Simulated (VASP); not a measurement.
# BN (Cm) in VASP: notebook

The runs below take BN through single point, with PBEsol.

Everything below comes from runs of VASP 6.6.1. Logs are shortened: lines on timing, memory, paths and dates and some standing lists are left out, and cuts for length are marked.

## 1. The cell of the first run

The structure is monoclinic, space group Cm (No. 8). The conventional cell has a = 4.401 Å, b = 2.541 Å, c = 12.631 Å, α = 90.00°, β = 93.33°, γ = 90.00°. Within 2.1 Å of B (site symmetry m) lie 4 N at 1.56 to 1.74 Å. Within 2.1 Å of B (site symmetry m) lie 4 N at 1.56 to 1.57 Å. Within 2.1 Å of B (site symmetry m) lie 4 N at 1.56 to 1.57 Å. Within 2.1 Å of B (site symmetry m) lie 4 N at 1.56 to 1.57 Å. B (site symmetry m) has 4 N at 1.56 to 1.57 Å within 2.1 Å. B (site symmetry m) has 4 N at 1.56 to 1.57 Å within 2.1 Å. N (site symmetry m) has 4 B at 1.56 to 1.74 Å within 2.1 Å. Within 2.1 Å of N (site symmetry m) lie 4 B at 1.56 to 1.57 Å.

## 2. Single point, PBEsol (the part above a cut slid along it)

INCAR

```
PREC = Accurate
ENCUT = 600
EDIFF = 1E-6
ISMEAR = 0
SIGMA = 0.05
LREAL = F
LASPH = T
NELM = 120
ALGO = Normal
ISIF = 2
LWAVE = F
LCHARG = F
GGA = PS
NBANDS = 36
GGA_COMPAT = F
```

KPOINTS

```
Automatic mesh
0
Gamma
  10 10 2
```

POSCAR

```
BN
1.0
   -2.5410113134      0.0000000000      0.0000000000
   -1.2705056567     -2.2005803487      0.0000000000
   -0.6353798789     -0.3668367441     12.6098865131
B N
6 6
Direct
    0.6562571965      0.6562571965      0.0624443320
    0.6006905299      0.6006905299      0.3957776653
    0.5451238632      0.5451238632      0.7291109987
    0.1840071965      0.1840071965      0.8957776653
    0.2951405299      0.2951405299      0.2291109987
    0.2395738632      0.2395738632      0.5624443320
    0.5103650235      0.5103650235      0.9376223347
    0.6214983568      0.6214983568      0.2709556680
    0.5659316901      0.5659316901      0.6042890013
    0.2048150235      0.2048150235      0.7709556680
    0.3159483568      0.3159483568      0.1042890013
    0.2603816901      0.2603816901      0.4376223347
```

Potentials or basis: VASP PAW PBE potentials, release 64 (B, N).

The run is started by

```console
$ cat potpaw_PBE.64/B/POTCAR potpaw_PBE.64/N/POTCAR > POTCAR
$ mpirun -np 1 vasp_std > vasp.out
```

OUTCAR:

```text
PREC = Accurate
   ENCUT = 600
   EDIFF = 1E-6
   ISMEAR = 0
   LREAL = F
   LASPH = T
   NELM = 120
   ISIF = 2
   GGA = PS

 ion  position               nearest neighbor table
   1  0.656  0.656  0.062-  11 1.56  11 1.56  11 1.56   7 1.74
   2  0.601  0.601  0.396-  12 1.56  12 1.56  12 1.56   8 1.57
   3  0.545  0.545  0.729-  10 1.56  10 1.56  10 1.56   9 1.57
   4  0.184  0.184  0.896-   7 1.56   7 1.56   7 1.56  10 1.57
   5  0.295  0.295  0.229-   8 1.56   8 1.56   8 1.56  11 1.57
   6  0.240  0.240  0.562-   9 1.56   9 1.56   9 1.56  12 1.57
   7  0.510  0.510  0.938-   4 1.56   4 1.56   4 1.56   1 1.74
   8  0.621  0.621  0.271-   5 1.56   5 1.56   5 1.56   2 1.57
   9  0.566  0.566  0.604-   6 1.56   6 1.56   6 1.56   3 1.57
  10  0.205  0.205  0.771-   3 1.56   3 1.56   3 1.56   4 1.57
  11  0.316  0.316  0.104-   1 1.56   1 1.56   1 1.56   5 1.57
  12  0.260  0.260  0.438-   2 1.56   2 1.56   2 1.56   6 1.57

  LATTYP: Found a base centered monoclinic cell.
 ALAT       =     4.4011606974
 B/A-ratio  =     0.5773502692
 C/A-ratio  =     2.8699728985
 COS(beta)  =    -0.0580841722

  Lattice vectors:

 A1 = (   2.5410113134,   0.0000000000,   0.0000000000)
 A2 = (   1.2705056567,   2.2005803487,   0.0000000000)
 A3 = (  -0.6353798789,  -0.3668367441,  12.6098865131)

Analysis of symmetry for initial positions (statically):
=====================================================================
 Subroutine PRICEL returns:
 Original cell was already a primitive cell.

 Routine SETGRP: Setting up the symmetry group for a
 base centered monoclinic supercell.

 Subroutine GETGRP returns: Found  2 space group operations
 (whereof  2 operations were pure point group operations)
 out of a pool of  4 trial point group operations.

The static configuration has the point symmetry C_1h.

Analysis of symmetry for dynamics (positions and initial velocities):
=====================================================================
 Subroutine PRICEL returns:
 Original cell was already a primitive cell.

 Routine SETGRP: Setting up the symmetry group for a
 base centered monoclinic supercell.

 Subroutine GETGRP returns: Found  2 space group operations
 (whereof  2 operations were pure point group operations)
 out of a pool of  4 trial point group operations.

The dynamic configuration has the point symmetry C_1h.

 Subroutine INISYM returns: Found  2 space group operations
 (whereof  2 operations are pure point group operations),
 and found     1 'primitive' translations

----------------------------------------------------------------------------------------

                                     Primitive cell

  volume of cell :      70.5107

  direct lattice vectors                    reciprocal lattice vectors
    -2.541011313  0.000000000  0.000000000    -0.393544096  0.227212790 -0.013219786
    -1.270505657 -2.200580349  0.000000000     0.000000000 -0.454425579 -0.013219786
    -0.635379879 -0.366836744 12.609886513     0.000000000  0.000000000  0.079302855

  length of vectors
     2.541011313  2.541011313 12.631211924     0.454617828  0.454617828  0.079302855

  position of ions in fractional coordinates (direct lattice)
     0.656257197  0.656257197  0.062444332
     0.600690530  0.600690530  0.395777665
     0.545123863  0.545123863  0.729110999
     0.184007196  0.184007196  0.895777665
     0.295140530  0.295140530  0.229110999
     0.239573863  0.239573863  0.562444332
     0.510365024  0.510365024  0.937622335
     0.621498357  0.621498357  0.270955668
     0.565931690  0.565931690  0.604289001
     0.204815023  0.204815023  0.770955668
     0.315948357  0.315948357  0.104289001
     0.260381690  0.260381690  0.437622335

  ion indices of the primitive-cell ions
   primitive index   ion index
                 1           1
                 2           2
                 3           3
                 4           4
                 5           5
                 6           6
                 7           7
                 8           8
                 9           9
[... 47 lines left out ...]
   AEXX    =    0.0000 exact exchange contribution
   IVDW    =     0    specifies the selected vdW correction
   LEPSILON=     F    determine dielectric tensor
   LRPA    =     F    only Hartree local field effects (RPA)
 non-spin polarized calculation
 Gauss-broadening in eV      SIGMA  =   0.05
  energy-cutoff  :      600.00
  volume of cell :       70.51
 maximum number of plane-waves:      2375
   NGX = 11   NGY = 11   NGZ = 51

 number of electron      47.9999999 magnetization

 Free energy of the ion-electron system (eV)
  ---------------------------------------------------
  ext. energy  EPLUGINS =         0.00000000
  ---------------------------------------------------
  free energy    TOTEN  =      -108.32672372 eV

  energy without entropy =     -108.32672372  energy(sigma->0) =     -108.32672372

 E-fermi :   8.2202     XC(G=0): -13.0494

 val. band max:        7.9143800724   @ k =   0.0000   0.0000   0.0000
 cond. band min:      12.2578201311   @ k =  -0.3000   0.3000   0.0000
 fundamental gap:      4.3434400587
 Fermi energy:         8.2202294999

 k-point     1 :       0.0000    0.0000    0.0000
  band No.  band energies     occupation
      1     -12.9251      2.00000
      2     -12.2639      2.00000
      3     -12.1378      2.00000
      4     -10.3995      2.00000
      5     -10.2723      2.00000
      6      -8.6011      2.00000
[... 28 lines left out ...]
     35      17.2741      0.00000
     36      17.6320      0.00000

 k-point     2 :       0.1000    0.0000    0.0000
  band No.  band energies     occupation
      1     -12.7063      2.00000
      2     -12.0531      2.00000
      3     -11.9177      2.00000
      4     -10.2125      2.00000
      5     -10.0607      2.00000
      6      -8.4301      2.00000
[... 28 lines left out ...]
     35      17.8478      0.00000
     36      17.9570      0.00000
[... 817 lines left out ...]
     35      19.2843      0.00000
     36      19.3269      0.00000

 k-point    24 :       0.4000    0.3000    0.0000
  band No.  band energies     occupation
      1     -10.2370      2.00000
      2      -9.7597      2.00000
      3      -9.4169      2.00000
      4      -8.3714      2.00000
      5      -7.8498      2.00000
      6      -7.0040      2.00000
[... 28 lines left out ...]
     35      19.3204      0.00000
     36      19.5115      0.00000

 [... further k-points ...]
[... 5 lines left out ...]
  --------------------------------------------------------------------------------------
  -------------------------------------------------------------------------------------
  Total       -1.3836819     -0.6545955      3.2151311     -0.6314073      3.9981424      6.9249864
  in kB      -31.4406730    -14.8740285     73.0557254    -14.3471350     90.8476787    157.3528087
  external PRESSURE =       8.9136746 kB  Pullay stress =       0.0000000 kB

 VOLUME and BASIS-vectors are now :
 -----------------------------------------------------------------------------
  energy-cutoff  :      600.00
  volume of cell :       70.51
      direct lattice vectors                 reciprocal lattice vectors
    -2.541011313  0.000000000  0.000000000    -0.393544096  0.227212790 -0.013219786
    -1.270505657 -2.200580349  0.000000000     0.000000000 -0.454425579 -0.013219786
    -0.635379879 -0.366836744 12.609886513     0.000000000  0.000000000  0.079302855

 POSITION                                       TOTAL-FORCE (eV/Angst)
 -----------------------------------------------------------------------------------
     -2.54101     -1.46705      0.78742         2.492280      1.438919      0.196970
     -2.54101     -1.46705      4.99071         0.008506      0.004911      0.106451
     -2.54101     -1.46705      9.19401        -0.032082     -0.018523      0.108708
     -1.27051     -0.73353     11.29565         0.151815      0.087651     -0.026855
     -1.27051     -0.73353      2.88906         0.256399      0.148032      0.254658
     -1.27051     -0.73353      7.09236        -0.001257     -0.000726      0.102166
     -2.54101     -1.46705     11.82331        -3.421200     -1.975231     -0.915731
     -2.54101     -1.46705      3.41672         0.027916      0.016118     -0.094267
     -2.54101     -1.46705      7.62002        -0.002952     -0.001704     -0.107717
     -1.27051     -0.73353      9.72166        -0.179936     -0.103886     -0.234960
     -1.27051     -0.73353      1.31507         0.698429      0.403238      0.712761
     -1.27051     -0.73353      5.51837         0.002080      0.001201     -0.102185
 -----------------------------------------------------------------------------------
    total drift:                                0.000227      0.000131      0.000205

  FREE ENERGIE OF THE ION-ELECTRON SYSTEM (eV)
  ---------------------------------------------------
  free  energy   TOTEN  =      -108.3267237157 eV

  energy  without entropy=     -108.3267237157  energy(sigma->0) =     -108.32672372
```

Wall time 4.7 min (1 thread of Oxide Virtual Turin-like, shared host); peak memory 0.24 GiB.

What came out:

```yaml
Free_energy: -108.3267 eV
Pressure: 0.9 GPa
Largest_force: 4.055 eV/Å
Band_gap_on_the_k_mesh: 4.34 eV (least direct gap 6.54 eV)
```

Forces in eV/Å, atoms in the order of the input:
```
B    2.492  1.439  0.197
B    0.009  0.005  0.106
B   -0.032 -0.019  0.109
B    0.152  0.088 -0.027
B    0.256  0.148  0.255
B   -0.001 -0.001  0.102
N   -3.421 -1.975 -0.916
N    0.028  0.016 -0.094
N   -0.003 -0.002 -0.108
N   -0.180 -0.104 -0.235
N    0.698  0.403  0.713
N    0.002  0.001 -0.102
```

Levels at points of the mesh, in eV from the valence-band top:
```
           k point  band 22  band 23  band 24  band 25  band 26  band 27
(0.00, 0.00, 0.00)    -0.44    -0.33     0.00     7.17     8.10     8.19
(0.50, 0.00, 0.00)    -3.18    -2.72    -2.11     4.86     5.94     6.27
(0.50, 0.50, 0.00)    -3.30    -2.43    -2.08     4.53     5.96     6.34
(0.00, 0.00, 0.50)    -0.51    -0.34    -0.29     7.23     8.07     8.15
(0.50, 0.00, 0.50)    -3.36    -2.62    -2.22     4.98     5.99     6.35
(0.50, 0.50, 0.50)    -2.83    -2.59    -2.09     4.56     5.94     6.29
```

Caveat: the cell differs from its parent crystal (the part above a cut slid along it); the stress differs along the axes, from -3 to 7 GPa; the PAW data sets were made with another functional, which shifts forces and pressure a little. A k mesh can miss the band edges.

## 3. Single point, PBEsol (the part above a cut slid along it)

INCAR

```
SYSTEM = BN
  ALGO = Normal
  EDIFF = 1E-6
  ENCUT = 600
  GGA = PS
  GGA_COMPAT = .FALSE.
  ISIF = 2
  ISMEAR = 0
  LASPH = .TRUE.
  LCHARG = .FALSE.
  LREAL = .FALSE.
  LWAVE = .FALSE.
  NBANDS = 36
  NELM = 120
  PREC = Accurate
  SIGMA = 0.05
```

KPOINTS

```
k-points
0
G
  10 10 2
  0 0 0
```

POSCAR

```
BN
1.0
   -2.5410113134      0.0000000000      0.0000000000
   -1.2705056567     -2.2005803487      0.0000000000
   -1.9057584850     -1.1002901744     12.6098865131
B N
6 6
Direct
    0.6354445007      0.6354445007      0.0624443320
    0.4687778340      0.4687778340      0.3957776653
    0.3021111673      0.3021111673      0.7291109987
   -0.1145554993     -0.1145554993      0.8957776653
    0.2187778340      0.2187778340      0.2291109987
    0.0521111673      0.0521111673      0.5624443320
    0.1978554993      0.1978554993      0.9376223347
    0.5311888327      0.5311888327      0.2709556680
    0.3645221660      0.3645221660      0.6042890013
   -0.0521445007     -0.0521445007      0.7709556680
    0.2811888327      0.2811888327      0.1042890013
    0.1145221660      0.1145221660      0.4376223347
```

Potentials or basis: VASP PAW PBE potentials, release 64 (B, N).

The run is started by

```console
$ cat potpaw_PBE.64/B/POTCAR potpaw_PBE.64/N/POTCAR > POTCAR
$ mpirun -np 1 vasp_std > vasp.out
```

Run time: 3.1 min. Hardware: 1 thread of Oxide Virtual Turin-like, shared host; peak memory 0.24 GiB.

The run converged. Its results:

```
Free energy            : -107.1789 eV
Pressure               : 1.5 GPa
Largest force          : 2.644 eV/Å
Band gap on the k mesh : 2.61 eV (least direct gap 3.49 eV)
```

Forces in eV/Å, atoms in the order of the input:
```
B    0.184  0.106  0.896
B   -0.022 -0.012  0.172
B    0.006  0.003  0.200
B   -0.621 -0.359 -0.004
B   -0.279 -0.161  0.361
B    0.000  0.000  0.168
N    1.637  0.945 -1.849
N   -0.047 -0.027 -0.151
N    0.002  0.001 -0.179
N    0.102  0.059 -0.439
N   -0.959 -0.554  0.995
N   -0.002 -0.001 -0.170
```

Stress tensor (GPa, compression positive):
```
-0.87  5.49 -6.83
 5.49 -7.21 -3.95
-6.83 -3.95 12.59
```

Levels at points of the mesh, in eV from the valence-band top:
| k point | band 20 | band 21 | band 22 | band 23 | band 24 | band 25 | band 26 | band 27 | band 28 | band 29 |
| --- | --- | --- | --- | --- | --- | --- | --- | --- | --- | --- |
| (0.00, 0.00, 0.00) | -0.71 | -0.58 | -0.26 | -0.20 | 0.00 | 6.72 | 7.82 | 7.94 | 8.37 | 8.48 |
| (0.50, 0.00, 0.00) | -3.88 | -3.74 | -3.12 | -2.49 | -0.88 | 2.61 | 6.08 | 6.30 | 6.57 | 6.89 |
| (0.50, 0.50, 0.00) | -3.81 | -3.44 | -3.27 | -2.70 | -2.36 | 4.36 | 6.09 | 6.26 | 6.47 | 6.81 |
| (0.00, 0.00, 0.50) | -0.83 | -0.74 | -0.55 | -0.19 | -0.18 | 6.77 | 7.86 | 7.88 | 8.41 | 8.67 |
| (0.50, 0.00, 0.50) | -3.91 | -3.76 | -3.14 | -2.48 | -0.93 | 2.65 | 6.10 | 6.37 | 6.58 | 6.83 |
| (0.50, 0.50, 0.50) | -4.04 | -3.56 | -2.83 | -2.57 | -2.50 | 4.34 | 6.07 | 6.28 | 6.39 | 6.59 |

Caveat: the cell differs from its parent crystal (the part above a cut slid along it); the stress differs along the axes, from -7 to 13 GPa; the PAW data sets were made with another functional, which shifts forces and pressure a little.

## 4. Single point, PBEsol (the part above a cut slid along it)

INCAR

```
SYSTEM = BN
ALGO     = Normal         ! electronic algorithm
EDIFF    = 1E-6           ! SCF threshold, eV
ENCUT    = 600            ! plane-wave cutoff, eV
GGA      = PS             ! functional
GGA_COMPAT= .False.      
ISIF     = 2              ! what is computed and relaxed
ISMEAR   = 0              ! smearing method
LASPH    = .True.         ! aspherical terms in the spheres
LCHARG   = .False.        ! write CHGCAR
LREAL    = .False.        ! projectors in reciprocal space
LWAVE    = .False.        ! write WAVECAR
NBANDS   = 36             ! bands
NELM     = 120            ! most SCF steps
PREC     = Accurate       ! precision mode
SIGMA    = 0.05           ! smearing width, eV
```

KPOINTS

```
k-points
0
Gamma
  10 10 2
  0 0 0
```

POSCAR

```
BN
1.0
   -2.5410113134      0.0000000000      0.0000000000
   -1.2705056567     -2.2005803487      0.0000000000
   -3.1761370912     -1.8337436046     12.6098865131
B N
6 6
Direct
    0.6146318048      0.6146318048      0.0624443320
    0.3368651381      0.3368651381      0.3957776653
    0.0590984715      0.0590984715      0.7291109987
   -0.4131181952     -0.4131181952      0.8957776653
    0.1424151381      0.1424151381      0.2291109987
   -0.1353515285     -0.1353515285      0.5624443320
   -0.1146540248     -0.1146540248      0.9376223347
    0.4408793085      0.4408793085      0.2709556680
    0.1631126419      0.1631126419      0.6042890013
   -0.3091040248     -0.3091040248      0.7709556680
    0.2464293085      0.2464293085      0.1042890013
   -0.0313373581     -0.0313373581      0.4376223347
```

The run is started by

```console
$ cat potpaw_PBE.64/B/POTCAR potpaw_PBE.64/N/POTCAR > POTCAR
$ mpirun -np 1 vasp_std > vasp.out
```

Wall time 3.1 min (1 thread of Oxide Virtual Turin-like, shared host); peak memory 0.24 GiB.

Results (log left out):

* Free energy: -108.6033 eV
* Pressure: 0.0 GPa
* Largest force: 2.950 eV/Å
* Band gap on the k mesh: 3.64 eV (least direct gap 5.60 eV)

Forces on the atoms (eV/Å):
```
B   -2.550 -1.472  0.168
B    0.004  0.002  0.101
B    0.021  0.012  0.118
B    0.398  0.230  0.009
B   -0.057 -0.033  0.170
B    0.001  0.001  0.099
N    1.972  1.139 -0.245
N    0.005  0.003 -0.089
N    0.003  0.001 -0.105
N    0.120  0.069 -0.245
N    0.083  0.048  0.118
N   -0.001  0.000 -0.099
```

Stress tensor (GPa, compression positive):
```
 -4.14  -4.15 -10.34
 -4.15   0.65  -5.97
-10.34  -5.97   3.58
```

Levels at points of the mesh, in eV from the valence-band top:
| k point | band 22 | band 23 | band 24 | band 25 | band 26 | band 27 |
| --- | --- | --- | --- | --- | --- | --- |
| (0.00, 0.00, 0.00) | -0.26 | -0.04 | 0.00 | 7.01 | 8.01 | 8.34 |
| (0.50, 0.00, 0.00) | -3.12 | -2.46 | -2.36 | 5.19 | 6.40 | 6.46 |
| (0.50, 0.50, 0.00) | -3.11 | -2.23 | -1.97 | 3.64 | 6.38 | 6.46 |
| (0.00, 0.00, 0.50) | -0.38 | -0.15 | -0.12 | 7.02 | 8.09 | 8.36 |
| (0.50, 0.00, 0.50) | -2.98 | -2.61 | -2.23 | 5.15 | 6.39 | 6.53 |
| (0.50, 0.50, 0.50) | -2.62 | -2.40 | -2.09 | 3.72 | 6.39 | 6.52 |

Caveat: the cell differs from its parent crystal (the part above a cut slid along it); the stress differs along the axes, from -4 to 4 GPa; the PAW data sets were made with another functional, which shifts forces and pressure a little.

## 5. Overview

```tsv
cell	gap on the mesh (eV)	pressure (GPa)	largest force (eV/Å)
a = 2.541, b = 2.541, c = 12.631 Å, angles 87.1, 87.1, 60.0°, 12 atoms	4.34	0.9	4.06
a = 2.541, b = 2.541, c = 12.800 Å, angles 81.4, 81.4, 60.0°, 12 atoms	2.61	1.5	2.64
a = 2.541, b = 2.541, c = 13.132 Å, angles 76.0, 76.0, 60.0°, 12 atoms	3.64	0.0	2.95
```

Alike in all rows: task single point; level PBEsol; potentials or basis VASP PAW PBE potentials, release 64 (B, N); no spin polarisation; k mesh 10 × 10 × 2; cutoff (eV) 600; smearing gaussian 0.05 eV.

Caveats: the PAW data sets were made with another functional, which shifts forces and pressure a little; the stress differs along the axes, from -3 to 7 GPa (at least some runs); the stress differs along the axes, from -7 to 13 GPa (at least some runs); the stress differs along the axes, from -4 to 4 GPa (at least some runs).

Absolute energies hang on the potentials; compare differences alone.
